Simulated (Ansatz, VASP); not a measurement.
Two plane-wave programs on GaN

INCAR

```
SYSTEM = GaN
PREC = Accurate ; ENCUT = 600
EDIFF = 1E-7 ; ISMEAR = -1
SIGMA = 0.05 ; LREAL = .False.
LASPH = .True. ; NELM = 60
ALGO = Normal ; ISIF = 3
LWAVE = .False. ; LCHARG = .False.
GGA = PS ; IBRION = 2
NSW = 60 ; EDIFFG = -0.01
```

KPOINTS

```
regular mesh
0
Gamma
  10 10 10
  0 0 0
```

Contents of POSCAR:

```
GaN
1.0
    0.0000000000      2.2535006075      2.2535006075
    2.2535006075      0.0000000000      2.2535006075
    2.2535006075      2.2535006075      0.0000000000
Ga N
1 1
Direct
    0.0000000000      0.0000000000      0.0000000000
    0.2500000000      0.2500000000      0.2500000000
```

File input.yaml:

```yaml
crystal:
  lattice:
    - [0.0, 2.2535006075, 2.2535006075]
    - [2.2535006075, 0.0, 2.2535006075]
    - [2.2535006075, 2.2535006075, 0.0]
  atoms:
    - { symbol: Ga, position: [0.0, 0.0, 0.0] }
    - { symbol: "N", position: [0.25, 0.25, 0.25] }
hamiltonian:
  xc: pbesol
  pseudopotentials: { kind: paw }
kpoints:
  mp_grid: { grid: [10, 10, 10] }
scf:
  occupations: { method: fermi_dirac, width: 0.05 }
output:
  forces: true
  stress: true
  eigenvalues: true
relax:
  f_tol: 0.01
  max_steps: 40
  cell: { stress_tol: 0.05 }
```

Alike in both runs: task relaxation of cell and atoms; functional PBEsol; k mesh 10 × 10 × 10; occupations fermi-dirac, width 0.05 eV; no spin polarisation.

|  | VASP | Ansatz |
| --- | --- | --- |
| version | VASP 6.6.1 | Ansatz 0.2.0 |
| potentials or method | VASP PAW PBE potentials, release 64 (Ga_d, N) | Ansatz PAW |
| plane-wave cutoff (eV) | 600 | 420 |
| valence electrons in the cell | 18 | 18 |

Ansatz gave:

| Quantity | Value |
| --- | --- |
| gap on the k mesh at the Fermi level, each at its own relaxed structure (eV) | 1.70 |
| relaxed volume (Å³/atom) | 11.38 |
| relaxed length of the cell vector where the two differ most in proportion (Å) | 3.181 |

Question: What did VASP give for the same quantities?

Answer: gap on the k mesh at the Fermi level, each at its own relaxed structure (eV): 1.74; relaxed volume (Å³/atom): 11.35; relaxed length of the cell vector where the two differ most in proportion (Å): 3.178.

VASP's potentials were made for PBE, not for PBEsol.

Noted on Ansatz's run: the plane-wave basis is chosen anew once the cell has moved, so the energies of steps on either side of that aren't comparable.
